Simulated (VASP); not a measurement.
# VN2 (I4/mcm) in VASP: notebook, part 2 of 2

VASP 6.6.1.

### Step 3. Single point, PBE

Contents of INCAR:

```
SYSTEM = VN2
  ALGO = Normal
  EDIFF = 1E-6
  ENCUT = 520
  GGA = PE
  ISIF = 2
  ISMEAR = 0
  LASPH = .True.
  LCHARG = .True.
  LELF = .True.
  LREAL = .False.
  LVHAR = .True.
  LWAVE = .False.
  NBANDS = 32
  NELM = 80
  PREC = Accurate
  SIGMA = 0.1
```

Contents of KPOINTS:

```
k-points
0
Gamma
  18 18 18
  0 0 0
```

Contents of POSCAR:

```
VN2
1.0
   -2.1507500000      2.1507500000      2.4913500000
    2.1507500000     -2.1507500000      2.4913500000
    2.1507500000      2.1507500000     -2.4913500000
V N
2 4
Direct
    0.2500000000      0.2500000000      0.0000000000
    0.7500000000      0.7500000000      0.0000000000
    0.1151000000      0.6151000000      0.7302000000
    0.6151000000      0.8849000000      0.5000000000
    0.8849000000      0.3849000000      0.2698000000
    0.3849000000      0.1151000000      0.5000000000
```

Potentials or basis: VASP PAW PBE potentials, release 64 (V_sv, N).

Started as:

```
$ cat potpaw_PBE.64/V_sv/POTCAR potpaw_PBE.64/N/POTCAR > POTCAR
$ mpirun -np 1 vasp_std > vasp.out
```

OUTCAR:

```text
SYSTEM = VN2
   EDIFF = 1E-6
   ENCUT = 520
   GGA = PE
   ISIF = 2
   ISMEAR = 0
   LASPH = .True.
   LREAL = .False.
   NELM = 80
   PREC = Accurate

 ion  position               nearest neighbor table
   1  0.250  0.250  0.000-   5 2.13   3 2.13   4 2.13   6 2.13   6 2.13   3 2.13   4 2.13   5 2.13
                             2 2.49   2 2.49
   2  0.750  0.750  0.000-   5 2.13   3 2.13   4 2.13   6 2.13   4 2.13   6 2.13   3 2.13   5 2.13
                             1 2.49   1 2.49
   3  0.115  0.615  0.730-   5 1.40   1 2.13   1 2.13   2 2.13   2 2.13
   4  0.615  0.885  0.500-   6 1.40   2 2.13   1 2.13   2 2.13   1 2.13
   5  0.885  0.385  0.270-   3 1.40   2 2.13   1 2.13   2 2.13   1 2.13
   6  0.385  0.115  0.500-   4 1.40   1 2.13   2 2.13   1 2.13   2 2.13

  LATTYP: Found a body centered tetragonal cell.
 ALAT       =     4.3015000000
 C/A-ratio  =     1.1583633616

  Lattice vectors:

 A1 = (  -2.1507500000,   2.1507500000,   2.4913500000)
 A2 = (   2.1507500000,  -2.1507500000,   2.4913500000)
 A3 = (   2.1507500000,   2.1507500000,  -2.4913500000)

Analysis of symmetry for initial positions (statically):
=====================================================================
 Subroutine PRICEL returns:
 Original cell was already a primitive cell.

 Routine SETGRP: Setting up the symmetry group for a
 body centered tetragonal supercell.

 Subroutine GETGRP returns: Found 16 space group operations
 (whereof  8 operations were pure point group operations)
 out of a pool of 16 trial point group operations.

The static configuration has the point symmetry C_4h.
 The point group associated with its full space group is D_4h.

Analysis of symmetry for dynamics (positions and initial velocities):
=====================================================================
 Subroutine PRICEL returns:
 Original cell was already a primitive cell.

 Routine SETGRP: Setting up the symmetry group for a
 body centered tetragonal supercell.

 Subroutine GETGRP returns: Found 16 space group operations
 (whereof  8 operations were pure point group operations)
 out of a pool of 16 trial point group operations.

The dynamic configuration has the point symmetry C_4h.
 The point group associated with its full space group is D_4h.

 Subroutine INISYM returns: Found 16 space group operations
 (whereof  8 operations are pure point group operations),
 and found     1 'primitive' translations

----------------------------------------------------------------------------------------

                                     Primitive cell

  volume of cell :      46.0972

  direct lattice vectors                    reciprocal lattice vectors
    -2.150750000  2.150750000  2.491350000     0.000000000  0.232477043  0.200694403
     2.150750000 -2.150750000  2.491350000     0.232477043  0.000000000  0.200694403
     2.150750000  2.150750000 -2.491350000     0.232477043  0.232477043  0.000000000

  length of vectors
     3.931701406  3.931701406  3.931701406     0.307121830  0.307121830  0.328772187

  position of ions in fractional coordinates (direct lattice)
     0.250000000  0.250000000  0.000000000
     0.750000000  0.750000000  0.000000000
     0.115100000  0.615100000  0.730200000
     0.615100000  0.884900000  0.500000000
     0.884900000  0.384900000  0.269800000
     0.384900000  0.115100000  0.500000000

  ion indices of the primitive-cell ions
   primitive index   ion index
                 1           1
[... 31 lines left out ...]

 Following reciprocal coordinates:
            Coordinates               Weight
  0.000000  0.000000  0.000000      1.000000
  0.055556 -0.000000  0.000000      8.000000
  0.111111 -0.000000  0.000000      8.000000
  0.166667 -0.000000  0.000000      8.000000
  0.222222 -0.000000  0.000000      8.000000
  0.277778 -0.000000  0.000000      8.000000
[... 16 lines left out ...]
 -0.277778  0.055556 -0.000000     16.000000
 -0.222222  0.055556 -0.000000     16.000000
 [... further k-points ...]
   k-points           NKPTS =    480   k-points in BZ     NKDIM =    480   number of bands    NBANDS=     32
   number of dos      NEDOS =    301   number of ions     NIONS =      6
   total plane-waves  NPLWV =  27000
   dimension x,y,z NGX =    30 NGY =   30 NGZ =   30
   dimension x,y,z NGXF=    60 NGYF=   60 NGZF=   60
   ions per type =               2   4
   NGX,Y,Z   is equivalent  to a cutoff of  12.69, 12.69, 12.69 a.u.
   NGXF,Y,Z  is equivalent  to a cutoff of  25.37, 25.37, 25.37 a.u.
 SYSTEM =  VN2
   PREC   = accura    normal or accurate (medium, high low for compatibility)
   ISTART =      0    job   : 0-new  1-cont  2-samecut
   ICHARG =      2    charge: 1-file 2-atom 10-const
   ISPIN  =      1    spin polarized calculation?
   LNONCOLLINEAR =      F non collinear calculations
   LSORBIT =      F    spin-orbit coupling
   LASPH  =      T    aspherical Exc in radial PAW
   ENCUT  =  520.0 eV  38.22 Ry    6.18 a.u.   7.31  7.31  7.31*2*pi/ulx,y,z
   NELM   =     80;   NELMIN=  2; NELMDL= -5     # of ELM steps
   EDIFF  = 0.1E-05   stopping-criterion for ELM
   LREAL  =      F    real-space projection
   EDIFFG = 0.1E-04   stopping-criterion for IOM
   NSW    =      0    number of steps for IOM
   IBRION =     -1    ionic relax: 0-MD 1-quasi-New 2-CG
   NFREE  =      0    steps in history (QN), initial steepest desc. (CG)
   ISIF   =      2    stress and relaxation
   ISYM   =      2    0-nonsym 1-usesym 2-fastsym
   POTIM  = 0.5000    time-step for ionic-motion
   TEBEG  =    0.0;   TEEND  =   0.0 temperature during run
   PSTRESS=    0.0 pullay stress
   NELECT =      46.0000    total number of electrons
   NUPDOWN=      -1.0000    fix difference up-down
   EMIN   =  10.00;   EMAX   =-10.00  energy-range for DOS
   EFERMI =   0.00;   METHOD = LEGACY
   ISMEAR =     0;   SIGMA  =   0.10  broadening in eV -4-tet -1-fermi 0-gaus
   EFERMI_NEDOS =   21; number of points for ismear=-14 and -15
   IALGO  =     38    algorithm
   IMIX   =      4    mixing-type and parameters
     AMIX     =   0.40;   BMIX     =  1.00
     AMIX_MAG =   1.60;   BMIX_MAG =  1.00
  volume/ion in A,a.u.               =       7.68        51.85
  Fermi-wavevector in a.u.,A,eV,Ry     =   1.635947  3.091492 36.413581  2.676323
  Thomas-Fermi vector in A             =   2.727335
   LORBIT       =      0    0 simple, 1 ext, 2 COOP (PROOUT), +10 PAW based schemes
   GGA     = PE    functional components
   LHFCALC =     F    Hartree Fock is set to
   AEXX    =    0.0000 exact exchange contribution
   IVDW    =     0    specifies the selected vdW correction
   LEPSILON=     F    determine dielectric tensor
   LRPA    =     F    only Hartree local field effects (RPA)
 non-spin polarized calculation
 Gauss-broadening in eV      SIGMA  =   0.10
  energy-cutoff  :      520.00
  volume of cell :       46.10
 maximum number of plane-waves:      1268
 NGX is ok and might be reduce to    30
   NGX = 15   NGY = 15   NGZ = 15

 number of electron      46.0000009 magnetization

 Free energy of the ion-electron system (eV)
  ---------------------------------------------------
  ext. energy  EPLUGINS =         0.00000000
  ---------------------------------------------------
  free energy    TOTEN  =       -53.34624367 eV

  energy without entropy =      -53.33276053  energy(sigma->0) =      -53.33950210

 E-fermi :  11.4524     XC(G=0): -13.6654

 val. band max:       11.4502877442   @ k =  -0.4444   0.4444   0.4444
 cond. band min:      11.4524759668   @ k =   0.3333   0.2222   0.0556
 fundamental gap:      0.0021882226
 Fermi energy:        11.4524402289

 k-point     1 :       0.0000    0.0000    0.0000
  band No.  band energies     occupation
      1     -54.1698      2.00000
      2     -54.0085      2.00000
      3     -28.2522      2.00000
      4     -28.0231      2.00000
      5     -28.0231      2.00000
      6     -28.0130      2.00000
[... 829 lines left out ...]
     31      14.2130      0.00000
     32      15.2479      0.00000

 [... further k-points ...]
[... 5 lines left out ...]
  --------------------------------------------------------------------------------------
  -------------------------------------------------------------------------------------
  Total        0.0669103      0.0669103     -0.3735936      0.0000000      0.0000000      0.0000000
  in kB        2.3255691      2.3255691    -12.9848045      0.0000000      0.0000000      0.0000000
  external PRESSURE =      -2.7778888 kB  Pullay stress =       0.0000000 kB

 VOLUME and BASIS-vectors are now :
 -----------------------------------------------------------------------------
  energy-cutoff  :      520.00
  volume of cell :       46.10
      direct lattice vectors                 reciprocal lattice vectors
    -2.150750000  2.150750000  2.491350000     0.000000000  0.232477043  0.200694403
     2.150750000 -2.150750000  2.491350000     0.232477043  0.000000000  0.200694403
     2.150750000  2.150750000 -2.491350000     0.232477043  0.232477043  0.000000000

 POSITION                                       TOTAL-FORCE (eV/Angst)
 -----------------------------------------------------------------------------------
      0.00000      0.00000      1.24568         0.000000      0.000000     -0.000000
      0.00000      0.00000      3.73703        -0.000000      0.000000     -0.000000
      2.64585      0.49510      0.00000        -0.261388     -0.261388     -0.000000
      1.65565      0.49510      2.49135         0.261388     -0.261388     -0.000000
     -0.49510      1.65565      2.49135         0.261388      0.261388      0.000000
      0.49510      1.65565      0.00000        -0.261388      0.261388     -0.000000
 -----------------------------------------------------------------------------------
    total drift:                                0.000000      0.000000     -0.000000

  FREE ENERGIE OF THE ION-ELECTRON SYSTEM (eV)
  ---------------------------------------------------
  free  energy   TOTEN  =       -53.3462436722 eV

  energy  without entropy=      -53.3327605337  energy(sigma->0) =      -53.33950210
```

Wall time 7.6 min (1 thread of Intel Xeon Platinum 8488C (Sapphire Rapids), shared host); peak memory 0.6 GiB.

Results:

```
Free energy            : -53.3462 eV
Pressure               : -0.3 GPa
Largest force          : 0.370 eV/Å
Band gap on the k mesh : zero (bands 23 and 24 overlap by 0.36 eV)
```

Forces in eV/Å, atoms in the order of the input:
```
V    0.000  0.000  0.000
V    0.000  0.000  0.000
N   -0.261 -0.261  0.000
N    0.261 -0.261  0.000
N    0.261  0.261  0.000
N   -0.261  0.261  0.000
```

Levels at points of the mesh, in eV from the Fermi level:
```
           k point  band 21  band 22  band 23  band 24  band 25  band 26
(0.00, 0.00, 0.00)    -2.65    -2.62    -2.62     0.75     0.93     0.93
(0.50, 0.00, 0.00)    -3.17    -3.17     0.16     0.16     0.74     0.74
(0.50, 0.50, 0.00)    -2.78    -2.57    -1.38     0.00     0.80     1.10
(0.50, 0.50, 0.50)    -2.14    -0.28    -0.16    -0.08    -0.08     0.02
```

Caveat: the run has no spin polarisation, though such a crystal can be magnetic. With open d or f shells a metallic result of PBE can be an artefact of self-interaction; +U or a hybrid may open a gap.
